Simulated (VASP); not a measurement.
Write the native input for VASP 6.6.1 that does the following.

- Task: single point
- Functional: PBE
- Potentials or basis: VASP PAW PBE potentials, release 64 (Hf_pv, F)
- Cutoff: 520 eV
- k mesh: 12 × 12 × 4
- Occupations: gaussian, width 0.1 eV
- Spin: no spin polarisation
- Dipole correction: no
- Further INCAR settings: ALGO = Normal; EDIFF = 1e-06; NBANDS = 38

The structure of Hf5F lies in POSCAR:

```
Hf5F
1.0
    3.1176740219      0.0000000000      0.0000000000
    0.0000000000      3.1176740219      0.0000000000
    0.0000000000      0.0000000000     12.5584728309
Hf F
5 1
Direct
    0.5000000000      0.5000000000      0.3136434329
    0.5000000000      0.5000000000      0.6863565671
    0.0000000000      0.0000000000      0.1435463767
    0.0000000000      0.0000000000      0.8564536233
    0.0000000000      0.0000000000      0.5000000000
    0.5000000000      0.5000000000      0.0000000000
```

The cell was generated, and may not be a known phase.

One way to write it, as run:

INCAR

```
  ALGO = Normal
  EDIFF = 1E-6
  ENCUT = 520
  GGA = PE
  ISIF = 2
  ISMEAR = 0
  LASPH = True
  LCHARG = False
  LREAL = False
  LWAVE = False
  NBANDS = 38
  NELM = 100
  PREC = Accurate
  SIGMA = 0.1
```

KPOINTS

```
k-points
0
Gamma
  12 12 4
```

Potentials or basis: VASP PAW PBE potentials, release 64 (Hf_pv, F).

The run is started by

```bash
$ cat potpaw_PBE.64/Hf_pv/POTCAR potpaw_PBE.64/F/POTCAR > POTCAR
$ mpirun -np 1 vasp_std > vasp.out
```

Results of the run:

- Pressure: -0.6 GPa
- Largest force: 0.022 eV/Å
- Band gap on the k mesh: zero (an odd number of electrons rules out a gap without spin polarisation)

Caveat: spin-orbit coupling is left out, which moves the levels of the heavy elements; an odd number of electrons without spin polarisation forces a metal; a magnetic or distorted state may lie lower.

Wall time 3.6 min on 1 thread of Intel(R) Xeon(R) 6975P-C (Granite Rapids), with other jobs on the host, peak memory 0.43 GiB.
